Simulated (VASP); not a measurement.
Input of a VASP 6.6.1 run:

INCAR

```
SYSTEM = Sb
ALGO = Normal
EDIFF = 1E-6
ENCUT = 520
GGA = PE
ISIF = 2
ISMEAR = -1
LASPH = .TRUE.
LCHARG = .FALSE.
LREAL = .FALSE.
LWAVE = .FALSE.
NBANDS = 8
NELM = 100
PREC = Accurate
SIGMA = 0.05
```

Contents of KPOINTS:

```
k-points
0
G
  13 13 12
  0 0 0
```

The input POSCAR:

```
Sb
1.0
    2.6073798167      0.0000000000      0.0000000000
   -1.3036899083      2.2580571586      0.0000000000
    0.0000000000      0.0000000000      2.4762687707
Sb
1
Direct
    0.0000000000      0.0000000000      0.0000000000
```

Potentials or basis: VASP PAW PBE potentials, release 64 (Sb).

Run with:

```bash
$ cat potpaw_PBE.64/Sb/POTCAR > POTCAR
$ mpirun -np 1 vasp_std > vasp.out
```

Problem. Predict the pressure.

Solution. 193.3 GPa.

Stress tensor (GPa, compression positive):
```
193.66   0.00   0.00
  0.00 193.66   0.00
  0.00   0.00 192.60
```
